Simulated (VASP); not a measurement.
Runs of VASP 6.6.1 on Hf3O8. The structure is that of space group P-3m1 (No. 164), or close to it. The cells are those of the table. 

```csv
cell,k mesh,smearing,dipole correction,gap on the mesh (eV),largest force (eV/Å)
"a = 3.605, b = 3.605, c = 25.301 Å, angles 90.0, 90.0, 120.0°, 11 atoms",2 × 2 × 1,gaussian 0.05 eV,yes,none,3.06
"a = 3.605, b = 3.605, c = 25.301 Å, angles 90.0, 90.0, 120.0°, 11 atoms",9 × 9 × 1,fermi-dirac 0.025 eV,yes,none,(a)
"a = 3.605, b = 3.605, c = 25.301 Å, angles 90.0, 90.0, 120.0°, 11 atoms",9 × 9 × 1,gaussian 0.05 eV,yes,none,2.79
"a = 3.605, b = 3.605, c = 15.301 Å, angles 90.0, 90.0, 120.0°, 11 atoms",9 × 9 × 1,gaussian 0.05 eV,no,none,2.79
```

Alike in all rows: task single point; level PBE; potentials or basis VASP PAW PBE potentials, release 64 (O, Hf_pv); no spin polarisation; cutoff (eV) 520.

**Question.** Fill in the values left out.

**Answer.** (a) 2.78.

Caveats: some runs use coarse meshes; spin-orbit coupling is left out, which moves the levels of the heavy elements.

A k mesh can miss the band edges, and the runs leave out spin-orbit coupling on Hf.

A gap of «none» marks levels without a gap at the run's occupations.
